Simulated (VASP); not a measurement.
# Pb (Im-3m) in VASP: a series of runs, part 2 of 2

VASP 6.6.1.

## 3. Single point, r2SCAN

This run uses another cell than the first one, of 31.65 Å³/atom.

The input, POSCAR:

```
Pb
1.0
   -1.9927702770      1.9927702770      1.9927702770
    1.9927702770     -1.9927702770      1.9927702770
    1.9927702770      1.9927702770     -1.9927702770
Pb
1
Direct
    0.0000000000      0.0000000000      0.0000000000
```

The input, INCAR.step1:

```
ALGO = Normal ; EDIFF = 1E-4
ENCUT = 520 ; GGA = PE
ISMEAR = -1 ; LASPH = True
LCHARG = False ; LREAL = False
LWAVE = True ; NBANDS = 13
NELM = 80 ; PREC = Accurate
SIGMA = 0.05
```

The input, INCAR.step2:

```
ALGO = Normal ; EDIFF = 1E-7
ENCUT = 520 ; ISIF = 2
ISMEAR = -1 ; ISTART = 1
LASPH = True ; LCHARG = False
LMIXTAU = True ; LREAL = False
LWAVE = False ; METAGGA = R2SCAN
NBANDS = 13 ; NELM = 80
PREC = Accurate ; SIGMA = 0.05
```

The input, KPOINTS:

```
k-points
0
Gamma
  9 9 9
```

Potentials or basis: VASP PAW PBE potentials, release 64 (Pb_d).

Started as:

```sh
$ cat potpaw_PBE.64/Pb_d/POTCAR > POTCAR
$ cp INCAR.step1 INCAR
$ mpirun -np 1 vasp_std > vasp.out
$ cp INCAR.step2 INCAR
$ mpirun -np 1 vasp_std > vasp.out
```

OUTCAR:

```text
EDIFF = 1E-7
   ENCUT = 520
   ISIF = 2
   ISMEAR = -1
   ISTART = 1
   LASPH = True
   LREAL = False
   METAGGA = R2SCAN
   NELM = 80
   PREC = Accurate

 ion  position               nearest neighbor table
   1  0.000  0.000  0.000-

  LATTYP: Found a body centered cubic cell.
 ALAT       =     3.9855405540

  Lattice vectors:

 A1 = (  -1.9927702770,   1.9927702770,   1.9927702770)
 A2 = (   1.9927702770,  -1.9927702770,   1.9927702770)
 A3 = (   1.9927702770,   1.9927702770,  -1.9927702770)

Analysis of symmetry for initial positions (statically):
=====================================================================
 Subroutine PRICEL returns:
 Original cell was already a primitive cell.

 Routine SETGRP: Setting up the symmetry group for a
 body centered cubic supercell.

 Subroutine GETGRP returns: Found 48 space group operations
 (whereof 48 operations were pure point group operations)
 out of a pool of 48 trial point group operations.

The static configuration has the point symmetry O_h .

Analysis of symmetry for dynamics (positions and initial velocities):
=====================================================================
 Subroutine PRICEL returns:
 Original cell was already a primitive cell.

 Routine SETGRP: Setting up the symmetry group for a
 body centered cubic supercell.

 Subroutine GETGRP returns: Found 48 space group operations
 (whereof 48 operations were pure point group operations)
 out of a pool of 48 trial point group operations.

The dynamic configuration has the point symmetry O_h .

 Subroutine INISYM returns: Found 48 space group operations
 (whereof 48 operations are pure point group operations),
 and found     1 'primitive' translations

----------------------------------------------------------------------------------------

                                     Primitive cell

  volume of cell :      31.6542

  direct lattice vectors                    reciprocal lattice vectors
    -1.992770277  1.992770277  1.992770277     0.000000000  0.250906994  0.250906994
     1.992770277 -1.992770277  1.992770277     0.250906994  0.000000000  0.250906994
     1.992770277  1.992770277 -1.992770277     0.250906994  0.250906994  0.000000000

  length of vectors
     3.451579368  3.451579368  3.451579368     0.354836074  0.354836074  0.354836074

  position of ions in fractional coordinates (direct lattice)
     0.000000000  0.000000000  0.000000000

  ion indices of the primitive-cell ions
   primitive index   ion index
                 1           1

----------------------------------------------------------------------------------------

 KPOINTS: k-points

Automatic generation of k-mesh.
 Grid dimensions read from file:
 generate k-points for:    9    9    9

 Generating k-lattice:

  Cartesian coordinates                     Fractional coordinates (reciprocal lattice)
     0.000000000  0.027878555  0.027878555     0.111111111  0.000000000  0.000000000
     0.027878555  0.000000000  0.027878555     0.000000000  0.111111111  0.000000000
     0.027878555  0.027878555  0.000000000     0.000000000  0.000000000  0.111111111

  Length of vectors
     0.039426230  0.039426230  0.039426230

  Shift w.r.t. Gamma in fractional coordinates (k-lattice)
     0.000000000  0.000000000  0.000000000

 Subroutine IBZKPT returns following result:
 ===========================================

 Found     35 irreducible k-points:

 Following reciprocal coordinates:
            Coordinates               Weight
  0.000000  0.000000  0.000000      1.000000
  0.111111  0.000000  0.000000     12.000000
  0.222222  0.000000  0.000000     12.000000
  0.333333  0.000000  0.000000     12.000000
  0.444444  0.000000  0.000000     12.000000
  0.111111  0.111111  0.000000     24.000000
[... 16 lines left out ...]
 -0.333333  0.444444  0.111111     48.000000
 -0.444444 -0.444444  0.111111     24.000000
 [... further k-points ...]
   k-points           NKPTS =     35   k-points in BZ     NKDIM =     35   number of bands    NBANDS=     13
   number of dos      NEDOS =    301   number of ions     NIONS =      1
   total plane-waves  NPLWV =  21952
   dimension x,y,z NGX =    28 NGY =   28 NGZ =   28
   dimension x,y,z NGXF=    56 NGYF=   56 NGZF=   56
   ions per type =               1
   NGX,Y,Z   is equivalent  to a cutoff of  13.49, 13.49, 13.49 a.u.
   NGXF,Y,Z  is equivalent  to a cutoff of  26.97, 26.97, 26.97 a.u.
 SYSTEM =  unknown system
   PREC   = accura    normal or accurate (medium, high low for compatibility)
   ISTART =      1    job   : 0-new  1-cont  2-samecut
   ICHARG =      0    charge: 1-file 2-atom 10-const
   ISPIN  =      1    spin polarized calculation?
   LNONCOLLINEAR =      F non collinear calculations
   LSORBIT =      F    spin-orbit coupling
   LASPH  =      T    aspherical Exc in radial PAW
   ENCUT  =  520.0 eV  38.22 Ry    6.18 a.u.   6.42  6.42  6.42*2*pi/ulx,y,z
   NELM   =     80;   NELMIN=  2; NELMDL=  0     # of ELM steps
   EDIFF  = 0.1E-06   stopping-criterion for ELM
   LREAL  =      F    real-space projection
   EDIFFG = 0.1E-05   stopping-criterion for IOM
   NSW    =      0    number of steps for IOM
   IBRION =     -1    ionic relax: 0-MD 1-quasi-New 2-CG
   NFREE  =      0    steps in history (QN), initial steepest desc. (CG)
   ISIF   =      2    stress and relaxation
   ISYM   =      2    0-nonsym 1-usesym 2-fastsym
   POTIM  = 0.5000    time-step for ionic-motion
   TEBEG  =    0.0;   TEEND  =   0.0 temperature during run
   PSTRESS=    0.0 pullay stress
   NELECT =      14.0000    total number of electrons
   NUPDOWN=      -1.0000    fix difference up-down
   EMIN   =  10.00;   EMAX   =-10.00  energy-range for DOS
   EFERMI =   0.00;   METHOD = LEGACY
   ISMEAR =    -1;   SIGMA  =   0.05  broadening in eV -4-tet -1-fermi 0-gaus
   EFERMI_NEDOS =   21; number of points for ismear=-14 and -15
   IALGO  =     38    algorithm
   IMIX   =      4    mixing-type and parameters
     AMIX     =   0.40;   BMIX     =  1.00
     AMIX_MAG =   1.60;   BMIX_MAG =  1.00
  volume/ion in A,a.u.               =      31.65       213.61
  Fermi-wavevector in a.u.,A,eV,Ry     =   1.247308  2.357070 21.167625  1.555777
  Thomas-Fermi vector in A             =   2.381446
   LORBIT       =      0    0 simple, 1 ext, 2 COOP (PROOUT), +10 PAW based schemes
   METAGGA = R2SCAN    functional components
   LHFCALC =     F    Hartree Fock is set to
   AEXX    =    0.0000 exact exchange contribution
   IVDW    =     0    specifies the selected vdW correction
   LEPSILON=     F    determine dielectric tensor
   LRPA    =     F    only Hartree local field effects (RPA)
 non-spin polarized calculation
  energy-cutoff  :      520.00
  volume of cell :       31.65
 maximum number of plane-waves:       887
 NGX is ok and might be reduce to    28
   NGX = 13   NGY = 13   NGZ = 13

 number of electron      13.9999998 magnetization

 Free energy of the ion-electron system (eV)
  ---------------------------------------------------
  ext. energy  EPLUGINS =         0.00000000
  ---------------------------------------------------
  free energy    TOTEN  =       -56.22117538 eV

  energy without entropy =      -56.21531069  energy(sigma->0) =      -56.21824303

 E-fermi :   6.8108     XC(G=0): -10.6963

 val. band max:        6.7085672214   @ k =   0.3333   0.2222   0.0000
 cond. band min:       6.9084761037   @ k =  -0.2222   0.3333   0.1111
 fundamental gap:      0.1999088823
 Fermi energy:         6.8108082556

 k-point     1 :       0.0000    0.0000    0.0000
  band No.  band energies     occupation
      1     -11.0127      2.00000
      2     -11.0127      2.00000
      3     -11.0127      2.00000
      4     -10.7840      2.00000
      5     -10.7840      2.00000
      6      -5.2558      2.00000
      7      14.2952      0.00000
      8      14.2952      0.00000
      9      14.2952      0.00000
     10      18.5625      0.00000
     11      18.5625      0.00000
     12      18.5625      0.00000
     13      18.9031      0.00000
[... 353 lines left out ...]
 k-point    24 :      -0.4444   -0.4444    0.1111
  band No.  band energies     occupation
      1     -11.0082      2.00000
      2     -10.9540      2.00000
      3     -10.8613      2.00000
      4     -10.8017      2.00000
      5     -10.6686      2.00000
      6      -0.9675      2.00000
      7       3.5162      2.00000
      8       7.4490      0.00001
      9      11.3744      0.00000
     10      15.9482      0.00000
     11      17.4274      0.00000
     12      18.3121      0.00000
     13      20.0419      0.00000

 [... further k-points ...]
[... 5 lines left out ...]
  --------------------------------------------------------------------------------------
  -------------------------------------------------------------------------------------
  Total       -0.2361384     -0.2361384     -0.2361384     -0.0000000      0.0000000      0.0000000
  in kB      -11.9521367    -11.9521367    -11.9521367     -0.0000000      0.0000000      0.0000000
  external PRESSURE =     -11.9521367 kB  Pullay stress =       0.0000000 kB

 VOLUME and BASIS-vectors are now :
 -----------------------------------------------------------------------------
  energy-cutoff  :      520.00
  volume of cell :       31.65
      direct lattice vectors                 reciprocal lattice vectors
    -1.992770277  1.992770277  1.992770277     0.000000000  0.250906994  0.250906994
     1.992770277 -1.992770277  1.992770277     0.250906994  0.000000000  0.250906994
     1.992770277  1.992770277 -1.992770277     0.250906994  0.250906994  0.000000000

 POSITION                                       TOTAL-FORCE (eV/Angst)
 -----------------------------------------------------------------------------------
      0.00000      0.00000      0.00000         0.000000      0.000000      0.000000
 -----------------------------------------------------------------------------------
    total drift:                               -0.000000     -0.000000      0.000000

  FREE ENERGIE OF THE ION-ELECTRON SYSTEM (eV)
  ---------------------------------------------------
  free  energy   TOTEN  =       -56.2211753843 eV

  energy  without entropy=      -56.2153106855  energy(sigma->0) =      -56.21824303
```

Run time: 2.1 min. Hardware: 1 thread of AMD EPYC 7R13, shared host; peak memory 0.14 GiB.

Results:

| Property | Result |
| --- | --- |
| Free energy | -56.2212 eV |
| Pressure | -1.2 GPa |
| Band gap on the k mesh | zero (bands 7 and 8 overlap by 9.57 eV) |

Levels at points of the mesh, in eV from the Fermi level:
| k point | band 3 | band 4 | band 5 | band 6 | band 7 | band 8 | band 9 | band 10 | band 11 | band 12 |
| --- | --- | --- | --- | --- | --- | --- | --- | --- | --- | --- |
| (0.00, 0.00, 0.00) | -17.82 | -17.59 | -17.59 | -12.07 | 7.48 | 7.48 | 7.48 | 11.75 | 11.75 | 11.75 |

Caveat: the PAW data sets were made with another functional, which shifts forces and pressure a little; spin-orbit coupling is left out, which moves the levels of the heavy elements.
